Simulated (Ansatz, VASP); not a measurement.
Two plane-wave programs on AlNi3

```
Al Ni
1.0
     3.52399    0.00000    0.00000
     0.00000    3.52399    0.00000
     0.00000    0.00000    3.52399
Al Ni
1 3
Direct
  0.00000 0.00000 0.00000
  0.00000 0.50000 0.50000
  0.50000 0.00000 0.50000
  0.50000 0.50000 0.00000
```

Alike in both runs: functional PBE; dispersion D3(BJ); k mesh 12 × 12 × 12; occupations gaussian, width 0.1 eV; collinear spin.

Ansatz relaxed the structure, and its values are those at the end. VASP's run is a single point on that final structure, the one shown.

|  | VASP | Ansatz |
| --- | --- | --- |
| version | VASP 6.6.1 | Ansatz 0.2.0 |
| potentials or method | VASP PAW PBE potentials, release 64 (Al, Ni), cutoff 520 eV | scalar-relativistic, plane waves, PAW |
| valence electrons in the cell | 33 | 57 |

|  | VASP | Ansatz | Ansatz less VASP |
| --- | --- | --- | --- |
| gap on the k mesh at the Fermi level (eV) | none | none | - |
| pressure (GPa) | 0.0 | 0.0 | +0.04 |
| net moment per atom (μB) | 0.17 | 0.18 | +0.007 |
| size of the moment on the site where the two differ most (μB) | 0.25 | 0.27 | +0.022 |

Site moments also hang on the region over which each program counts them. A gap of «none» marks a metal or a gap that the smearing closes. VASP's potentials hold 33 valence electrons a cell and Ansatz's 57, so a difference there can come from the potentials and not from the codes.
